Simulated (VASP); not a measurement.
Wanted: the native input for a VASP 6.6.1 run.

```
Task                   : single point
Functional             : LDA
Potentials or basis    : VASP PAW LDA potentials, release 64 (Na_pv)
Cutoff                 : 400 eV
k mesh                 : 5 × 5 × 3
Occupations            : fermi-dirac, width 0.05 eV
Spin                   : no spin polarisation
Dipole correction      : no
Further INCAR settings : ALGO = Normal; EDIFF = 1e-06; NBANDS = 14; NELMDL = -8
```

The structure of Na lies in POSCAR:

```
Na
1.0
    3.7670000000      0.0000000000      0.0000000000
   -1.8835000000      3.2623200000      0.0000000000
    0.0000000000      0.0000000000      7.1540000000
Na
2
Direct
    0.3333333333      0.6666666667      0.2150545150
    0.6666666667      0.3333333333      0.6451635449
```

One way to write it, as run:

INCAR

```
SYSTEM = Na
PREC = Accurate
ENCUT = 400
EDIFF = 1E-6
ISMEAR = -1
SIGMA = 0.05
LREAL = .FALSE.
LASPH = .TRUE.
NELM = 120
ALGO = Normal
ISIF = 2
LWAVE = .FALSE.
LCHARG = .TRUE.
GGA = CA
LELF = .TRUE.
LVHAR = .TRUE.
NBANDS = 14
GGA_COMPAT = .FALSE.
NELMDL = -8
```

KPOINTS

```
regular mesh
0
G
  5 5 3
  0 0 0
```

Potentials or basis: VASP PAW LDA potentials, release 64 (Na_pv).

Run with:

```sh
$ cat potpaw_LDA.64/Na_pv/POTCAR > POTCAR
$ mpirun -np 1 vasp_std > vasp.out
```

Results of the run:

```yaml
Largest_force: 0.011 eV/Å
Band_gap_on_the_k_mesh: zero (bands 7 and 8 overlap by 2.72 eV)
```

Caveat: the k points lie up to 0.39 Å⁻¹ apart, too coarse for converged energies and pressures of a metal.

It took 11 s on 1 thread of AMD EPYC 7R43 64-Core Processor (Zen 3) (shared host), peak memory 0.11 GiB.
